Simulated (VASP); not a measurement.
# WS2 (I4_1/amd) in VASP: a series of runs

WS2 is run at these levels: PBEsol, r2SCAN+rVV10; tasks: single point.

Program: VASP 6.6.1. These are calculated values, not measurements. Logs are shortened: lines on timing, memory, paths and dates and some standing lists are left out, and cuts for length are marked.

### 1 The cell of the first run

The structure is tetragonal, space group I4_1/amd (No. 141). Conventional cell: a = 4.715 Å, b = 4.715 Å, c = 8.959 Å, α = 90.00°, β = 90.00°, γ = 90.00°. W (site symmetry -4m2) has 6 S at 2.37 to 2.44 Å within 3.1 Å. Within 3.1 Å of S (site symmetry 2mm) lie 3 W at 2.37 to 2.44 Å and 2 S at 2.99 Å.

### 2 Single point, PBEsol

Input file INCAR:

```
PREC = Accurate
ENCUT = 520
EDIFF = 1E-6
ISMEAR = -1
SIGMA = 0.03
LREAL = False
LASPH = True
NELM = 100
ALGO = Normal
ISIF = 2
LWAVE = False
LCHARG = True
GGA = PS
LELF = True
LVHAR = True
NBANDS = 35
```

Input file KPOINTS:

```
regular mesh
0
Gamma
  6 6 6
```

Input file POSCAR:

```
WS2
1.0
   -2.3574216634      2.3574216634      4.4795090166
    2.3574216634     -2.3574216634      4.4795090166
    2.3574216634      2.3574216634     -4.4795090166
W S
2 4
Direct
    0.7500000000      0.2500000000      0.5000000000
    0.0000000000      0.0000000000      0.0000000000
    0.4778496092     -0.0221503908      0.5000000000
    0.7278496092      0.7278496092      0.0000000000
    0.2721503908      0.2721503908      0.0000000000
    1.0221503908      0.5221503908      0.5000000000
```

Potentials or basis: VASP PAW PBE potentials, release 64 (W_sv, S).

On the command line:

```
> cat potpaw_PBE.64/W_sv/POTCAR potpaw_PBE.64/S/POTCAR > POTCAR
> mpirun -np 1 vasp_std > vasp.out
```

OUTCAR:

```text
PREC = Accurate
   ENCUT = 520
   EDIFF = 1E-6
   ISMEAR = -1
   LREAL = False
   LASPH = True
   NELM = 100
   ISIF = 2
   GGA = PS

 ion  position               nearest neighbor table
   1  0.750  0.250  0.500-   5 2.37   4 2.37   5 2.37   4 2.37   3 2.44   6 2.44   2 3.25   2 3.25
                             2 3.25   2 3.25
   2  0.000  0.000  0.000-   6 2.37   3 2.37   6 2.37   3 2.37   4 2.44   5 2.44   1 3.25   1 3.25
                             1 3.25   1 3.25
   3  0.478  0.978  0.500-   2 2.37   2 2.37   1 2.44
   4  0.728  0.728  0.000-   1 2.37   1 2.37   2 2.44
   5  0.272  0.272  0.000-   1 2.37   1 2.37   2 2.44
   6  0.022  0.522  0.500-   2 2.37   2 2.37   1 2.44

  LATTYP: Found a body centered tetragonal cell.
 ALAT       =     4.7148433268
 C/A-ratio  =     1.9001730094

  Lattice vectors:

 A1 = (  -2.3574216634,   2.3574216634,   4.4795090166)
 A2 = (   2.3574216634,  -2.3574216634,   4.4795090166)
 A3 = (   2.3574216634,   2.3574216634,  -4.4795090166)

Analysis of symmetry for initial positions (statically):
=====================================================================
 Subroutine PRICEL returns:
 Original cell was already a primitive cell.

 Routine SETGRP: Setting up the symmetry group for a
 body centered tetragonal supercell.

 Subroutine GETGRP returns: Found 16 space group operations
 (whereof  8 operations were pure point group operations)
 out of a pool of 16 trial point group operations.

The static configuration has the point symmetry D_2d.
 The point group associated with its full space group is D_4h.

Analysis of symmetry for dynamics (positions and initial velocities):
=====================================================================
 Subroutine PRICEL returns:
 Original cell was already a primitive cell.

 Routine SETGRP: Setting up the symmetry group for a
 body centered tetragonal supercell.

 Subroutine GETGRP returns: Found 16 space group operations
 (whereof  8 operations were pure point group operations)
 out of a pool of 16 trial point group operations.

The dynamic configuration has the point symmetry D_2d.
 The point group associated with its full space group is D_4h.

 Subroutine INISYM returns: Found 16 space group operations
 (whereof  8 operations are pure point group operations),
 and found     1 'primitive' translations

----------------------------------------------------------------------------------------

                                     Primitive cell

  volume of cell :      99.5784

  direct lattice vectors                    reciprocal lattice vectors
    -2.357421663  2.357421663  4.479509017     0.000000000  0.212096125  0.111619376
     2.357421663 -2.357421663  4.479509017     0.212096125  0.000000000  0.111619376
     2.357421663  2.357421663 -4.479509017     0.212096125  0.212096125  0.000000000

  length of vectors
     5.583983778  5.583983778  5.583983778     0.239674052  0.239674052  0.299949217

  position of ions in fractional coordinates (direct lattice)
     0.750000000  0.250000000  0.500000000
     0.000000000  0.000000000  0.000000000
     0.477849609  0.977849609  0.500000000
     0.727849609  0.727849609  0.000000000
     0.272150391  0.272150391  0.000000000
     0.022150391  0.522150391  0.500000000

  ion indices of the primitive-cell ions
   primitive index   ion index
                 1           1
                 2           2
                 3           3
                 4           4
                 5           5
                 6           6

----------------------------------------------------------------------------------------

 KPOINTS: regular mesh

Automatic generation of k-mesh.
 Grid dimensions read from file:
 generate k-points for:    6    6    6

 Generating k-lattice:

  Cartesian coordinates                     Fractional coordinates (reciprocal lattice)
     0.000000000  0.035349354  0.018603229     0.166666667  0.000000000  0.000000000
     0.035349354  0.000000000  0.018603229     0.000000000  0.166666667  0.000000000
     0.035349354  0.035349354  0.000000000     0.000000000  0.000000000  0.166666667

  Length of vectors
     0.039945675  0.039945675  0.049991536

  Shift w.r.t. Gamma in fractional coordinates (k-lattice)
     0.000000000  0.000000000  0.000000000

 Subroutine IBZKPT returns following result:
 ===========================================

 Found     30 irreducible k-points:

 Following reciprocal coordinates:
            Coordinates               Weight
  0.000000  0.000000  0.000000      1.000000
  0.166667 -0.000000  0.000000      8.000000
  0.333333 -0.000000  0.000000      8.000000
  0.500000 -0.000000  0.000000      4.000000
  0.166667  0.166667  0.000000      8.000000
  0.333333  0.166667  0.000000     16.000000
[... 16 lines left out ...]
 -0.333333 -0.333333  0.166667      8.000000
 -0.166667 -0.333333  0.166667      8.000000
 [... further k-points ...]
   k-points           NKPTS =     30   k-points in BZ     NKDIM =     30   number of bands    NBANDS=     35
   number of dos      NEDOS =    301   number of ions     NIONS =      6
   total plane-waves  NPLWV =  74088
   dimension x,y,z NGX =    42 NGY =   42 NGZ =   42
   dimension x,y,z NGXF=    84 NGYF=   84 NGZF=   84
   ions per type =               2   4
   NGX,Y,Z   is equivalent  to a cutoff of  12.50, 12.50, 12.50 a.u.
   NGXF,Y,Z  is equivalent  to a cutoff of  25.01, 25.01, 25.01 a.u.
 SYSTEM =  unknown system
   PREC   = accura    normal or accurate (medium, high low for compatibility)
   ISTART =      0    job   : 0-new  1-cont  2-samecut
   ICHARG =      2    charge: 1-file 2-atom 10-const
   ISPIN  =      1    spin polarized calculation?
   LNONCOLLINEAR =      F non collinear calculations
   LSORBIT =      F    spin-orbit coupling
   LASPH  =      T    aspherical Exc in radial PAW
   ENCUT  =  520.0 eV  38.22 Ry    6.18 a.u.  10.38 10.38 10.38*2*pi/ulx,y,z
   NELM   =    100;   NELMIN=  2; NELMDL= -5     # of ELM steps
   EDIFF  = 0.1E-05   stopping-criterion for ELM
   LREAL  =      F    real-space projection
[... 7 lines left out ...]
   TEBEG  =    0.0;   TEEND  =   0.0 temperature during run
   PSTRESS=    0.0 pullay stress
   NELECT =      52.0000    total number of electrons
   NUPDOWN=      -1.0000    fix difference up-down
   EMIN   =  10.00;   EMAX   =-10.00  energy-range for DOS
   EFERMI =   0.00;   METHOD = LEGACY
   ISMEAR =    -1;   SIGMA  =   0.03  broadening in eV -4-tet -1-fermi 0-gaus
   EFERMI_NEDOS =   21; number of points for ismear=-14 and -15
   IALGO  =     38    algorithm
   IMIX   =      4    mixing-type and parameters
     AMIX     =   0.40;   BMIX     =  1.00
     AMIX_MAG =   1.60;   BMIX_MAG =  1.00
  volume/ion in A,a.u.               =      16.60       112.00
  Fermi-wavevector in a.u.,A,eV,Ry     =   1.318320  2.491264 23.646498  1.737969
  Thomas-Fermi vector in A             =   2.448299
   LORBIT       =      0    0 simple, 1 ext, 2 COOP (PROOUT), +10 PAW based schemes
   GGA     = PS    functional components
   LHFCALC =     F    Hartree Fock is set to
   AEXX    =    0.0000 exact exchange contribution
   IVDW    =     0    specifies the selected vdW correction
   LEPSILON=     F    determine dielectric tensor
   LRPA    =     F    only Hartree local field effects (RPA)
 non-spin polarized calculation
  energy-cutoff  :      520.00
  volume of cell :       99.58
 maximum number of plane-waves:      2718
 NGX is ok and might be reduce to    42
   NGX = 21   NGY = 21   NGZ = 21

 number of electron      51.9999999 magnetization

 Free energy of the ion-electron system (eV)
  ---------------------------------------------------
  ext. energy  EPLUGINS =         0.00000000
  ---------------------------------------------------
  free energy    TOTEN  =       -46.96085393 eV

  energy without entropy =      -46.95244698  energy(sigma->0) =      -46.95665045

 E-fermi :   8.5532     XC(G=0): -11.6295

 val. band max:        8.5289495535   @ k =  -0.1667   0.1667   0.0000
 cond. band min:       8.5560137201   @ k =   0.3333   0.3333   0.0000
 fundamental gap:      0.0270641666
 Fermi energy:         8.5532006848

 k-point     1 :       0.0000    0.0000    0.0000
  band No.  band energies     occupation
      1     -66.5469      2.00000
      2     -66.5346      2.00000
      3     -30.8506      2.00000
      4     -30.8506      2.00000
      5     -30.7965      2.00000
      6     -30.7819      2.00000
[... 27 lines left out ...]
     34      11.2020      0.00000
     35      11.8163      0.00000

 k-point     2 :       0.1667   -0.0000    0.0000
  band No.  band energies     occupation
      1     -66.5463      2.00000
      2     -66.5352      2.00000
      3     -30.8527      2.00000
      4     -30.8517      2.00000
      5     -30.8151      2.00000
      6     -30.7797      2.00000
[... 27 lines left out ...]
     34      11.5657      0.00000
     35      12.8330      0.00000

 k-point     3 :       0.3333   -0.0000    0.0000
  band No.  band energies     occupation
      1     -66.5447      2.00000
      2     -66.5366      2.00000
      3     -30.8566      2.00000
      4     -30.8526      2.00000
      5     -30.8353      2.00000
      6     -30.7756      2.00000
[... 27 lines left out ...]
     34      12.4907      0.00000
     35      14.5902      0.00000

 k-point     4 :       0.5000   -0.0000    0.0000
  band No.  band energies     occupation
      1     -66.5437      2.00000
      2     -66.5376      2.00000
      3     -30.8584      2.00000
      4     -30.8491      2.00000
      5     -30.8474      2.00000
      6     -30.7737      2.00000
[... 27 lines left out ...]
     34      12.9576      0.00000
     35      14.7636      0.00000

 k-point     5 :       0.1667    0.1667    0.0000
  band No.  band energies     occupation
      1     -66.5453      2.00000
      2     -66.5361      2.00000
      3     -30.8590      2.00000
      4     -30.8524      2.00000
      5     -30.8178      2.00000
      6     -30.7846      2.00000
[... 638 lines left out ...]
 k-point    22 :      -0.1667    0.5000    0.1667
  band No.  band energies     occupation
      1     -66.5434      2.00000
      2     -66.5380      2.00000
      3     -30.8631      2.00000
      4     -30.8606      2.00000
      5     -30.8208      2.00000
      6     -30.7716      2.00000
[... 27 lines left out ...]
     34      13.2457      0.00000
     35      14.3997      0.00000

 k-point    23 :      -0.3333   -0.3333    0.1667
  band No.  band energies     occupation
      1     -66.5434      2.00000
      2     -66.5380      2.00000
      3     -30.8654      2.00000
      4     -30.8614      2.00000
      5     -30.8004      2.00000
      6     -30.7800      2.00000
[... 27 lines left out ...]
     34      12.4397      0.00000
     35      13.7758      0.00000

 k-point    24 :      -0.1667   -0.3333    0.1667
  band No.  band energies     occupation
      1     -66.5448      2.00000
      2     -66.5366      2.00000
      3     -30.8598      2.00000
      4     -30.8591      2.00000
      5     -30.8019      2.00000
      6     -30.7733      2.00000
[... 27 lines left out ...]
     34      12.1467      0.00000
     35      13.5077      0.00000

 [... further k-points ...]

------------------------ aborting loop because EDIFF is reached ----------------------------------------

  FORCE on cell =-STRESS in cart. coord.  units (eV):
  Direction    XX          YY          ZZ          XY          YZ          ZX
  --------------------------------------------------------------------------------------
  -------------------------------------------------------------------------------------
  Total        0.1277627      0.1277627      0.1202484      0.0000000     -0.0000000      0.0000000
  in kB        2.0556530      2.0556530      1.9347506      0.0000000     -0.0000000      0.0000000
  external PRESSURE =       2.0153522 kB  Pullay stress =       0.0000000 kB

 VOLUME and BASIS-vectors are now :
 -----------------------------------------------------------------------------
  energy-cutoff  :      520.00
  volume of cell :       99.58
      direct lattice vectors                 reciprocal lattice vectors
    -2.357421663  2.357421663  4.479509017     0.000000000  0.212096125  0.111619376
     2.357421663 -2.357421663  4.479509017     0.212096125  0.000000000  0.111619376
     2.357421663  2.357421663 -4.479509017     0.212096125  0.212096125  0.000000000

 POSITION                                       TOTAL-FORCE (eV/Angst)
 -----------------------------------------------------------------------------------
      0.00000      2.35742      2.23975        -0.000000     -0.000000      0.000000
      0.00000      0.00000      0.00000        -0.000000     -0.000000      0.000000
      2.35742     -0.00000      4.28106         0.000000     -0.000000     -0.014155
      0.00000      0.00000      6.52082        -0.000000      0.000000     -0.014155
      0.00000      0.00000      2.43820        -0.000000      0.000000      0.014155
      2.35742      0.00000      0.19845         0.000000     -0.000000      0.014155
 -----------------------------------------------------------------------------------
    total drift:                               -0.000000      0.000000      0.000000

  FREE ENERGIE OF THE ION-ELECTRON SYSTEM (eV)
  ---------------------------------------------------
  free  energy   TOTEN  =       -46.9608539286 eV

  energy  without entropy=      -46.9524469771  energy(sigma->0) =      -46.95665045
```

It took 1.9 min on 1 thread of Intel Xeon Platinum 8488C (Sapphire Rapids), shared host; peak memory 0.29 GiB.

Results:

```
Free energy            : -46.9609 eV
Pressure               : 0.2 GPa
Largest force          : 0.014 eV/Å
Band gap on the k mesh : zero (band 26 reaches 9.18 eV, above the bottom of band 27 at 6.59 eV)
```

Forces in eV/Å, atoms in the order of the input:
```
W    0.000  0.000  0.000
W    0.000  0.000  0.000
S    0.000  0.000 -0.014
S    0.000  0.000 -0.014
S    0.000  0.000  0.014
S    0.000  0.000  0.014
```

Caveat: the PAW data sets were made with another functional, which shifts forces and pressure a little; spin-orbit coupling is left out, which moves the levels of the heavy elements.

(Part 1 of 3 ends here.)
